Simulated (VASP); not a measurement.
Set up this calculation in VASP 6.6.1, as the native input.

| Item | Value |
| --- | --- |
| Task | single point |
| Functional | B3LYP |
| Potentials or basis | VASP PAW PBE potentials, release 64 (Hf_pv, N) |
| Cutoff | 520 eV |
| k mesh | 5 × 5 × 5 |
| Occupations | fermi-dirac, width 0.05 eV |
| Spin | no spin polarisation |
| Dipole correction | no |
| Grid for exact exchange (PRECFOCK) | Normal |
| Further INCAR settings | ALGO = Normal; EDIFF = 1e-06; NBANDS = 14 |
| Share of exact exchange | 0.2 |

Crystal: HfN.

```xyz
2
Lattice="0.0000 2.4677 2.4677 2.4677 0.0000 2.4677 2.4677 2.4677 0.0000" Properties=species:S:1:pos:R:3 pbc="T T T"
Hf    0.0000    0.0000    0.0000
N     1.2338    1.2338    1.2338
```

These files were run (other wordings do the same):

POSCAR

```
HfN
1.0
    0.0000000000      2.4676684415      2.4676684415
    2.4676684415      0.0000000000      2.4676684415
    2.4676684415      2.4676684415      0.0000000000
Hf N
1 1
Direct
    0.0000000000      0.0000000000      0.0000000000
    0.2500000000      0.2500000000      0.2500000000
```

INCAR.step1

```
ALGO = Normal
EDIFF = 1E-5
ENCUT = 520
GGA = PE
ISIF = 2
ISMEAR = -1
LASPH = T
LREAL = F
LWAVE = T
NBANDS = 14
NELM = 100
PREC = Accurate
SIGMA = 0.05
```

INCAR.step2

```
AEXX = 0.2
AGGAC = 0.81
AGGAX = 0.72
ALDAC = 0.19
ALGO = Normal
EDIFF = 1E-6
ENCUT = 520
GGA = B3
ISIF = 2
ISMEAR = -1
ISTART = 1
LASPH = T
LCHARG = T
LELF = T
LHFCALC = T
LREAL = F
LVHAR = T
LWAVE = F
NBANDS = 14
NELM = 100
PREC = Accurate
PRECFOCK = Normal
SIGMA = 0.05
```

KPOINTS

```
k-points
0
Gamma
  5 5 5
```

Potentials or basis: VASP PAW PBE potentials, release 64 (Hf_pv, N).

Command:

```sh
$ cat potpaw_PBE.64/Hf_pv/POTCAR potpaw_PBE.64/N/POTCAR > POTCAR
$ cp INCAR.step1 INCAR
$ mpirun -np 1 vasp_std > vasp.out
$ cp INCAR.step2 INCAR
$ mpirun -np 1 vasp_std > vasp.out
```

It gave:

```yaml
Pressure: -1.9 GPa
Band_gap_on_the_k_mesh: zero (an odd number of electrons rules out a gap without spin polarisation)
```

Caveat: the k points lie up to 0.44 Å⁻¹ apart, too coarse for converged energies and pressures of a metal; the PAW data sets were made with another functional, which shifts forces and pressure a little; spin-orbit coupling is left out, which moves the levels of the heavy elements; an odd number of electrons without spin polarisation forces a metal; a magnetic or distorted state may lie lower.

Run time: 5.4 min on 1 thread of Intel(R) Xeon(R) Platinum 8488C (Sapphire Rapids), with other jobs on the host, peak memory 0.16 GiB.
